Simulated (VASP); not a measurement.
ZnSe, 2 atoms in the cell. The typed cell holds 2 atoms: a = 4.050 Å, b = 4.050 Å, c = 4.053 Å, α = 119.98°, β = 119.98°, γ = 90.00°. 

```yaml
Program: VASP 6.6.1
Task: single point
Functional: PBE
Potentials_or_basis: VASP PAW PBE potentials, release 64 (Zn, Se)
Cutoff: 520 eV
k_mesh: 7 × 7 × 9
Occupations: gaussian, width 0.02 eV
Spin: no spin polarisation
Dipole_correction: no
Further_INCAR_settings: ALGO = Normal; EDIFF = 1e-06; NBANDS = 16; ISYM = 0
```

Potentials or basis: VASP PAW PBE potentials, release 64 (Zn, Se).

Command:

```bash
$ cat potpaw_PBE.64/Zn/POTCAR potpaw_PBE.64/Se/POTCAR > POTCAR
$ mpirun -np 1 vasp_std > vasp.out
```

Hardware: 1 thread of Intel(R) Xeon(R) Platinum 8259CL CPU @ 2.50GHz (Skylake/Cascade Lake), with other jobs on the host.

How long does it take, and how much memory?

It took 2.9 min on 1 thread of Intel(R) Xeon(R) Platinum 8259CL CPU @ 2.50GHz (Skylake/Cascade Lake), with other jobs on the host, peak memory 0.3 GiB. Counts: scf iterations 13, k points 221.
